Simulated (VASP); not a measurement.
Write the native input for VASP 6.6.1 that does the following.

* Task: single point
* Functional: PBEsol
* Potentials or basis: VASP PAW PBE potentials, release 64 (Ga_d, N)
* Cutoff: 520 eV
* k mesh: 11 × 11 × 11
* Occupations: fermi-dirac, width 0.05 eV
* Spin: no spin polarisation
* Dipole correction: no
* Further INCAR settings: ALGO = Normal; EDIFF = 1e-06; NBANDS = 16

The structure of GaN lies in POSCAR:

```
GaN
1.0
    0.0000000000      2.1771129849      2.1771129849
    2.1771129849      0.0000000000      2.1771129849
    2.1771129849      2.1771129849      0.0000000000
Ga N
1 1
Direct
    0.0000000000      0.0000000000      0.0000000000
    0.5000000000      0.5000000000      0.5000000000
```

This cell differs from its parent crystal: volume scaled by 1.06.

The input as run:

INCAR

```
SYSTEM = GaN
PREC = Accurate
ENCUT = 520
EDIFF = 1E-6
ISMEAR = -1
SIGMA = 0.05
LREAL = .FALSE.
LASPH = .TRUE.
NELM = 60
ALGO = Normal
ISIF = 2
LWAVE = .FALSE.
LCHARG = .FALSE.
GGA = PS
NBANDS = 16
```

KPOINTS

```
Automatic mesh
0
G
  11 11 11
  0 0 0
```

Potentials or basis: VASP PAW PBE potentials, release 64 (Ga_d, N).

Launch:

```sh
$ cat potpaw_PBE.64/Ga_d/POTCAR potpaw_PBE.64/N/POTCAR > POTCAR
$ mpirun -np 1 vasp_std > vasp.out
```

Results of the run:

```json
{
  "Pressure": "-17.0 GPa",
  "Band gap on the k mesh": "0.13 eV, indirect (least direct gap 1.69 eV)"
}
```

Caveat: the PAW data sets were made with another functional, which shifts forces and pressure a little.

Run time: 11 s on 1 thread of Intel(R) Xeon(R) Platinum 8259CL CPU @ 2.50GHz (Skylake/Cascade Lake) (shared host), peak memory 0.15 GiB.
